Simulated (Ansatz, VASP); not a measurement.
One calculation of Cd, two programs

```
Cd
1.0
     3.01206    0.00000    0.00000
    -1.50603    2.60852    0.00000
     0.00000    0.00000    5.82813
Cd
2
Cartesian
  0.0000 1.7390 4.3711
  1.5060 0.8695 1.4570
```

Alike in both runs: functional PBE; k mesh 15 × 15 × 8; occupations gaussian, width 0.1 eV; no spin polarisation.

Ansatz relaxed the structure, and its values are those at the end. VASP's run is a single point on that final structure, the one shown.

```csv
,VASP,Ansatz
version,VASP 6.6.1,Ansatz 0.2.0
potentials or method,"VASP PAW PBE potentials, release 64 (Cd), cutoff 520 eV","scalar-relativistic, plane waves, PAW"
valence electrons in the cell,24,40
```

|  | VASP | Ansatz | Ansatz less VASP |
| --- | --- | --- | --- |
| gap on the k mesh at the Fermi level (eV) | none | none | - |
| pressure (GPa) | 0.3 | 0.0 | -0.28 |

A gap of «none» marks a metal or a gap that the smearing closes. The functional is the same, so the differences come from potentials, cutoffs and numerics. VASP's potentials hold 24 valence electrons a cell and Ansatz's 40, so a difference there can come from the potentials and not from the codes.
